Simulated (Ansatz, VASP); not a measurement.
**Two plane-wave programs on Bi2S3**

```
Bi S
1.0
     4.05582    0.00000    0.00000
    -2.02791    3.51244    0.00000
     0.00000    0.00000   10.40182
Bi S
2 3
Cartesian
  0.0000 2.3416 1.8789
  2.0279 1.1708 8.5229
  0.0000 2.3416 7.0876
  2.0279 1.1708 3.3142
  0.0000 0.0000 0.0000
```

Change from the starting cell: species swapped into the Mg2Sb3 type (P-3m1, No. 164).

Alike in both runs: functional PBE; k mesh 12 × 12 × 4; occupations gaussian, width 0.02 eV; no spin polarisation.

Ansatz relaxed the structure, and its values are those at the end. VASP's run is a single point on that final structure, the one shown.

```csv
,VASP,Ansatz
version,VASP 6.6.1,Ansatz 0.2.0
potentials or method,"VASP PAW PBE potentials, release 64 (Bi_d, S), cutoff 520 eV","scalar-relativistic, plane waves, PAW"
valence electrons in the cell,48,48
```

```csv
,VASP,Ansatz,Ansatz less VASP
gap on the k mesh at the Fermi level (eV),1.08,1.07,-0.003
least direct gap on the mesh (eV),1.21,1.21,-0.002
pressure (GPa),-0.1,0.0,+0.07
```

Neither program's run includes spin-orbit coupling.
